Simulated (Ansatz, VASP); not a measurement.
**CdF2: VASP beside Ansatz**

```
Cd F
1.0
     0.00000    2.69418    2.69418
     2.69418    0.00000    2.69418
     2.69418    2.69418    0.00000
Cd F
1 2
Cartesian
  0.0000 0.0000 0.0000
  1.3471 1.3471 1.3471
  4.0413 4.0413 4.0413
```

Alike in both runs: task single point; functional PBEsol; k mesh 6 × 6 × 6; no spin polarisation.

|  | VASP | Ansatz |
| --- | --- | --- |
| version | VASP 6.6.1 | Ansatz 0.2.0 |
| potentials or method | VASP PAW PBE potentials, release 64 (Cd, F) | plane waves |
| plane-wave cutoff (eV) | 520 | 420 |
| occupations | gaussian, width 0.01 eV | fixed |
| valence electrons in the cell | 26 | 34 |

VASP gave:

* gap on the k mesh at the Fermi level (eV): 2.92
* pressure (GPa): 0.5

Q: Which values does Ansatz return?

A: gap on the k mesh at the Fermi level (eV): 2.95; pressure (GPa): -0.3.

VASP's potentials were made for PBE, not for PBEsol. VASP's potentials hold 26 valence electrons a cell and Ansatz's 34, so a difference there can come from the potentials and not from the codes.
